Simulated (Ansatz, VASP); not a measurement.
## Two plane-wave programs on SiC4

```
CELL_PARAMETERS angstrom
-2.19333 2.19333 2.19333
2.19333 -2.19333 2.19333
2.19333 2.19333 -2.19333
ATOMIC_POSITIONS crystal
Si 0.00000 0.00000 0.00000
C 0.00000 0.00000 0.50000
C 0.00000 0.50000 0.00000
C 0.50000 0.00000 0.00000
C 0.50000 0.50000 0.50000
```

Change from the starting cell: species swapped into the MnGa4 type (Im-3m, No. 229).

Alike in both runs: functional PBE; k mesh 6 × 6 × 6; occupations gaussian, width 0.1 eV; no spin polarisation.

Ansatz relaxed the structure, and its values are those at the end. VASP's run is a single point on that final structure, the one shown.

```csv
,VASP,Ansatz
version,VASP 6.6.1,Ansatz 0.2.0
potentials or method,"VASP PAW PBE potentials, release 64 (Si, C), cutoff 600 eV","scalar-relativistic, plane waves, PAW"
valence electrons in the cell,20,20
```

|  | VASP | Ansatz | Ansatz less VASP |
| --- | --- | --- | --- |
| gap on the k mesh at the Fermi level (eV) | none | none | - |
| pressure (GPa) | -0.7 | -0.4 | +0.38 |

A gap of «none» marks a metal or a gap that the smearing closes.
